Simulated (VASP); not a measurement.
Wanted: the native input for a VASP 6.6.1 run.

- Task: single point
- Functional: PBEsol
- Potentials or basis: VASP PAW PBE potentials, release 64 (W_sv)
- Cutoff: 520 eV
- k mesh: 9 × 9 × 2
- Occupations: gaussian, width 0.1 eV
- Spin: no spin polarisation
- Dipole correction: no
- Further INCAR settings: ALGO = Normal; EDIFF = 1e-07; NBANDS = 36

The structure of W lies in POSCAR:

```
W
1.0
    2.7358003948      0.0000000000      0.0000000000
   -1.3679001974      2.3692726416      0.0000000000
    0.0000000000      0.0000000000     10.2093601741
W
4
Direct
    0.3333333333      0.6666666667      0.3822648002
    0.6666666667      0.3333333333      0.8822648002
    0.6666666667      0.3333333333      0.6177351998
    0.3333333333      0.6666666667      0.1177351998
```

This isn't the form of W at room conditions, which is bcc.

The input as run:

INCAR

```
ALGO = Normal
EDIFF = 1E-7
ENCUT = 520
GGA = PS
ISIF = 2
ISMEAR = 0
LASPH = T
LCHARG = F
LREAL = F
LWAVE = F
NBANDS = 36
NELM = 100
PREC = Accurate
SIGMA = 0.1
```

KPOINTS

```
k-points
0
Gamma
  9 9 2
```

Potentials or basis: VASP PAW PBE potentials, release 64 (W_sv).

Command:

```sh
$ cat potpaw_PBE.64/W_sv/POTCAR > POTCAR
$ mpirun -np 1 vasp_std > vasp.out
```

Results of the run:

The pressure is 1.0 GPa and the largest force is 0.028 eV/Å. The band gap on the k mesh is zero (bands 28 and 29 overlap by 1.53 eV).

Caveat: the PAW data sets were made with another functional, which shifts forces and pressure a little; spin-orbit coupling is left out, which moves the levels of the heavy elements.

Wall time 34 s on 1 thread of Intel(R) Xeon(R) Platinum 8375C CPU @ 2.90GHz (Ice Lake), with other jobs on the host, peak memory 0.19 GiB.
